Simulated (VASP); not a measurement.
# Si3Ge (P-6m2) in VASP: a series of runs

Si3Ge is run at these levels: PBE; tasks: single point, relaxation of cell and atoms.

Everything below comes from runs of VASP 6.6.1. Logs are shortened: lines on timing, memory, paths and dates and some standing lists are left out, and cuts for length are marked.

## (1) The cell of the first run

It takes space group P-6m2 (No. 187, hexagonal). The conventional cell has a = 2.828 Å, b = 2.828 Å, c = 9.174 Å, α = 90.00°, β = 90.00°, γ = 120.00°. Si (site symmetry 3m) has 9 Si at 2.67 to 2.83 Å and 3 Ge at 2.97 Å within 3.5 Å. Within 3.5 Å of Si (site symmetry -6m2) lie 12 Si at 2.67 to 2.83 Å. Within 3.7 Å of Ge (site symmetry -6m2) lie 6 Ge at 2.83 Å and 6 Si at 2.97 Å.

## (2) Single point, PBE

Input file INCAR:

```
PREC = Accurate
ENCUT = 500
EDIFF = 1E-6
ISMEAR = 0
SIGMA = 0.1
LREAL = False
LASPH = True
NELM = 120
ALGO = Normal
ISIF = 2
LWAVE = False
LCHARG = False
GGA = PE
NBANDS = 21
GGA_COMPAT = False
```

Input file KPOINTS:

```
regular mesh
0
Gamma
  6 6 2
```

Input file POSCAR:

```
Si3Ge
1.0
    2.8277299618     -0.0000000029      0.0000000000
   -1.4138649784      2.4488859834      0.0000000000
    0.0000000000      0.0000000000      9.1735832181
Si Ge
3 1
Direct
    0.6666666667      0.3333333333      0.2698660357
    0.6666666667      0.3333333333      0.7301339643
    0.3333333333      0.6666666667      0.5000000000
    0.3333333333      0.6666666667      0.0000000000
```

Potentials or basis: VASP PAW PBE potentials, release 64 (Si, Ge_d).

On the command line:

```
$ cat potpaw_PBE.64/Si/POTCAR potpaw_PBE.64/Ge_d/POTCAR > POTCAR
$ mpirun -np 1 vasp_std > vasp.out
```

OUTCAR:

```text
PREC = Accurate
   ENCUT = 500
   EDIFF = 1E-6
   ISMEAR = 0
   LREAL = False
   LASPH = True
   NELM = 120
   ISIF = 2
   GGA = PE

 ion  position               nearest neighbor table
   1  0.667  0.333  0.270-   3 2.67   3 2.67   3 2.67   4 2.97   4 2.97   4 2.97
   2  0.667  0.333  0.730-   3 2.67   3 2.67   3 2.67   4 2.97   4 2.97   4 2.97
   3  0.333  0.667  0.500-   1 2.67   2 2.67   1 2.67   2 2.67   1 2.67   2 2.67
   4  0.333  0.667  0.000-   1 2.97   2 2.97   1 2.97   2 2.97   1 2.97   2 2.97

  LATTYP: Found a hexagonal cell.
 ALAT       =     2.8277299618
 C/A-ratio  =     3.2441510830

  Lattice vectors:

 A1 = (   2.8277299618,  -0.0000000029,   0.0000000000)
 A2 = (  -1.4138649784,   2.4488859834,   0.0000000000)
 A3 = (   0.0000000000,   0.0000000000,   9.1735832181)

Analysis of symmetry for initial positions (statically):
=====================================================================
 Subroutine PRICEL returns:
 Original cell was already a primitive cell.

 Routine SETGRP: Setting up the symmetry group for a
 hexagonal supercell.

 Subroutine GETGRP returns: Found 12 space group operations
 (whereof 12 operations were pure point group operations)
 out of a pool of 24 trial point group operations.

The static configuration has the point symmetry D_3h.

Analysis of symmetry for dynamics (positions and initial velocities):
=====================================================================
 Subroutine PRICEL returns:
 Original cell was already a primitive cell.

 Routine SETGRP: Setting up the symmetry group for a
 hexagonal supercell.

 Subroutine GETGRP returns: Found 12 space group operations
 (whereof 12 operations were pure point group operations)
 out of a pool of 24 trial point group operations.

The dynamic configuration has the point symmetry D_3h.

 Subroutine INISYM returns: Found 12 space group operations
 (whereof 12 operations are pure point group operations),
 and found     1 'primitive' translations

----------------------------------------------------------------------------------------

                                     Primitive cell

  volume of cell :      63.5251

  direct lattice vectors                    reciprocal lattice vectors
     2.827729962 -0.000000003  0.000000000     0.353640558  0.204174471  0.000000000
    -1.413864978  2.448885983  0.000000000     0.000000000  0.408348942  0.000000000
     0.000000000  0.000000000  9.173583218     0.000000000  0.000000000  0.109008658

  length of vectors
     2.827729962  2.827729962  9.173583218     0.408348942  0.408348942  0.109008658

  position of ions in fractional coordinates (direct lattice)
     0.666666667  0.333333333  0.269866036
     0.666666667  0.333333333  0.730133964
     0.333333333  0.666666667  0.500000000
     0.333333333  0.666666667  0.000000000

  ion indices of the primitive-cell ions
   primitive index   ion index
                 1           1
                 2           2
                 3           3
                 4           4

----------------------------------------------------------------------------------------

 KPOINTS: regular mesh

Automatic generation of k-mesh.
 Grid dimensions read from file:
 generate k-points for:    6    6    2

 Generating k-lattice:

  Cartesian coordinates                     Fractional coordinates (reciprocal lattice)
     0.058940093  0.034029078  0.000000000     0.166666667 -0.000000000  0.000000000
     0.000000000  0.068058157  0.000000000     0.000000000  0.166666667  0.000000000
     0.000000000  0.000000000  0.054504329     0.000000000  0.000000000  0.500000000

  Length of vectors
     0.068058157  0.068058157  0.054504329

  Shift w.r.t. Gamma in fractional coordinates (k-lattice)
     0.000000000  0.000000000  0.000000000

 Subroutine IBZKPT returns following result:
 ===========================================

 Found     14 irreducible k-points:

 Following reciprocal coordinates:
            Coordinates               Weight
  0.000000  0.000000  0.000000      1.000000
  0.166667  0.000000  0.000000      6.000000
  0.333333  0.000000  0.000000      6.000000
  0.500000 -0.000000  0.000000      3.000000
  0.166667  0.166667  0.000000      6.000000
  0.333333  0.166667  0.000000     12.000000
  0.333333  0.333333  0.000000      2.000000
  0.000000  0.000000  0.500000      1.000000
  0.166667  0.000000  0.500000      6.000000
  0.333333  0.000000  0.500000      6.000000
  0.500000 -0.000000  0.500000      3.000000
  0.166667  0.166667  0.500000      6.000000
  0.333333  0.166667  0.500000     12.000000
  0.333333  0.333333  0.500000      2.000000
   k-points           NKPTS =     14   k-points in BZ     NKDIM =     14   number of bands    NBANDS=     21
   number of dos      NEDOS =    301   number of ions     NIONS =      4
   total plane-waves  NPLWV =  40320
   dimension x,y,z NGX =    24 NGY =   24 NGZ =   70
   dimension x,y,z NGXF=    48 NGYF=   48 NGZF=  140
   ions per type =               3   1
   NGX,Y,Z   is equivalent  to a cutoff of  14.11, 14.11, 12.69 a.u.
   NGXF,Y,Z  is equivalent  to a cutoff of  28.22, 28.22, 25.37 a.u.
 SYSTEM =  unknown system
   PREC   = accura    normal or accurate (medium, high low for compatibility)
   ISTART =      0    job   : 0-new  1-cont  2-samecut
   ICHARG =      2    charge: 1-file 2-atom 10-const
   ISPIN  =      1    spin polarized calculation?
   LNONCOLLINEAR =      F non collinear calculations
   LSORBIT =      F    spin-orbit coupling
   LASPH  =      T    aspherical Exc in radial PAW
   ENCUT  =  500.0 eV  36.75 Ry    6.06 a.u.   5.16  5.16 16.73*2*pi/ulx,y,z
   NELM   =    120;   NELMIN=  2; NELMDL= -5     # of ELM steps
   EDIFF  = 0.1E-05   stopping-criterion for ELM
   LREAL  =      F    real-space projection
   EDIFFG = 0.1E-04   stopping-criterion for IOM
   NSW    =      0    number of steps for IOM
   IBRION =     -1    ionic relax: 0-MD 1-quasi-New 2-CG
   NFREE  =      0    steps in history (QN), initial steepest desc. (CG)
   ISIF   =      2    stress and relaxation
   ISYM   =      2    0-nonsym 1-usesym 2-fastsym
   POTIM  = 0.5000    time-step for ionic-motion
   TEBEG  =    0.0;   TEEND  =   0.0 temperature during run
   PSTRESS=    0.0 pullay stress
   NELECT =      26.0000    total number of electrons
   NUPDOWN=      -1.0000    fix difference up-down
   EMIN   =  10.00;   EMAX   =-10.00  energy-range for DOS
   EFERMI =   0.00;   METHOD = LEGACY
   ISMEAR =     0;   SIGMA  =   0.10  broadening in eV -4-tet -1-fermi 0-gaus
   EFERMI_NEDOS =   21; number of points for ismear=-14 and -15
   IALGO  =     38    algorithm
   IMIX   =      4    mixing-type and parameters
     AMIX     =   0.40;   BMIX     =  1.00
     AMIX_MAG =   1.60;   BMIX_MAG =  1.00
  volume/ion in A,a.u.               =      15.88       107.17
  Fermi-wavevector in a.u.,A,eV,Ry     =   1.215488  2.296940 20.101408  1.477412
  Thomas-Fermi vector in A             =   2.350874
   LORBIT       =      0    0 simple, 1 ext, 2 COOP (PROOUT), +10 PAW based schemes
   GGA     = PE    functional components
   LHFCALC =     F    Hartree Fock is set to
   AEXX    =    0.0000 exact exchange contribution
   IVDW    =     0    specifies the selected vdW correction
   LEPSILON=     F    determine dielectric tensor
   LRPA    =     F    only Hartree local field effects (RPA)
 non-spin polarized calculation
 Gauss-broadening in eV      SIGMA  =   0.10
  energy-cutoff  :      500.00
  volume of cell :       63.53
 maximum number of plane-waves:      1626
 NGX is ok and might be reduce to    24
   NGX = 11   NGY = 11   NGZ = 33

 number of electron      26.0000005 magnetization

 Free energy of the ion-electron system (eV)
  ---------------------------------------------------
  ext. energy  EPLUGINS =         0.00000000
  ---------------------------------------------------
  free energy    TOTEN  =       -18.75607918 eV

  energy without entropy =      -18.74896942  energy(sigma->0) =      -18.75252430

 E-fermi :   9.1218     XC(G=0): -11.1508

 val. band max:        9.1113527575   @ k =   0.3333   0.0000   0.5000
 cond. band min:       9.2169967780   @ k =   0.1667   0.1667   0.0000
 fundamental gap:      0.1056440205
 Fermi energy:         9.1217586428

 k-point     1 :       0.0000    0.0000    0.0000
  band No.  band energies     occupation
      1     -16.0280      2.00000
      2     -16.0280      2.00000
      3     -16.0267      2.00000
      4     -15.9231      2.00000
      5     -15.9231      2.00000
      6      -5.0493      2.00000
[... 13 lines left out ...]
     20      18.1604      0.00000
     21      19.5705      0.00000

 k-point     2 :       0.1667    0.0000    0.0000
  band No.  band energies     occupation
      1     -16.0417      2.00000
      2     -15.9976      2.00000
      3     -15.9933      2.00000
      4     -15.9433      2.00000
      5     -15.9276      2.00000
      6      -4.3742      2.00000
[... 13 lines left out ...]
     20      17.3725      0.00000
     21      17.7198      0.00000

 k-point     3 :       0.3333    0.0000    0.0000
  band No.  band energies     occupation
      1     -16.0700      2.00000
      2     -15.9828      2.00000
      3     -15.9407      2.00000
      4     -15.9364      2.00000
      5     -15.9232      2.00000
      6      -2.3641      2.00000
[... 13 lines left out ...]
     20      14.2312      0.00000
     21      14.7178      0.00000
[... 217 lines left out ...]
 k-point    13 :       0.3333    0.1667    0.5000
  band No.  band energies     occupation
      1     -16.0427      2.00000
      2     -15.9919      2.00000
      3     -15.9512      2.00000
      4     -15.9408      2.00000
      5     -15.9029      2.00000
      6      -0.1555      2.00000
[... 13 lines left out ...]
     20      13.8324      0.00000
     21      14.7885      0.00000

 k-point    14 :       0.3333    0.3333    0.5000
  band No.  band energies     occupation
      1     -15.9784      2.00000
      2     -15.9766      2.00000
      3     -15.9687      2.00000
      4     -15.9672      2.00000
      5     -15.9277      2.00000
      6       2.6836      2.00000
[... 13 lines left out ...]
     20      12.9835      0.00000
     21      13.9693      0.00000

------------------------ aborting loop because EDIFF is reached ----------------------------------------

  FORCE on cell =-STRESS in cart. coord.  units (eV):
  Direction    XX          YY          ZZ          XY          YZ          ZX
  --------------------------------------------------------------------------------------
  -------------------------------------------------------------------------------------
  Total        0.0431386      0.0431386     -0.0174815     -0.0000000      0.0000000     -0.0000000
  in kB        1.0880049      1.0880049     -0.4409026     -0.0000000      0.0000000     -0.0000000
  external PRESSURE =       0.5783691 kB  Pullay stress =       0.0000000 kB

 VOLUME and BASIS-vectors are now :
 -----------------------------------------------------------------------------
  energy-cutoff  :      500.00
  volume of cell :       63.53
      direct lattice vectors                 reciprocal lattice vectors
     2.827729962 -0.000000003  0.000000000     0.353640558  0.204174471  0.000000000
    -1.413864978  2.448885983  0.000000000     0.000000000  0.408348942  0.000000000
     0.000000000  0.000000000  9.173583218     0.000000000  0.000000000  0.109008658

 POSITION                                       TOTAL-FORCE (eV/Angst)
 -----------------------------------------------------------------------------------
      1.41386      0.81630      2.47564         0.000000      0.000000      0.028515
      1.41386      0.81630      6.69794        -0.000000     -0.000000     -0.028515
      0.00000      1.63259      4.58679         0.000000      0.000000      0.000000
      0.00000      1.63259      0.00000        -0.000000     -0.000000      0.000000
 -----------------------------------------------------------------------------------
    total drift:                                0.000000     -0.000000     -0.000000

  FREE ENERGIE OF THE ION-ELECTRON SYSTEM (eV)
  ---------------------------------------------------
  free  energy   TOTEN  =       -18.7560791797 eV

  energy  without entropy=      -18.7489694239  energy(sigma->0) =      -18.75252430
```

Run time: 35 s. Hardware: 1 thread of Intel Xeon Platinum 8375C at 2.90GHz (Ice Lake), shared host; peak memory 0.18 GiB.

Results:

```
Free energy            : -18.7561 eV
Pressure               : 0.1 GPa
Largest force          : 0.029 eV/Å
Band gap on the k mesh : zero (band 13 reaches 16.00 eV, above the bottom of band 14 at 5.89 eV)
```

Forces on the atoms (eV/Å):
```
Si   0.000  0.000  0.029
Si   0.000  0.000 -0.029
Si   0.000  0.000  0.000
Ge   0.000  0.000  0.000
```

Caveat: the k points lie up to 0.43 Å⁻¹ apart.

[end of part 1 of 3]
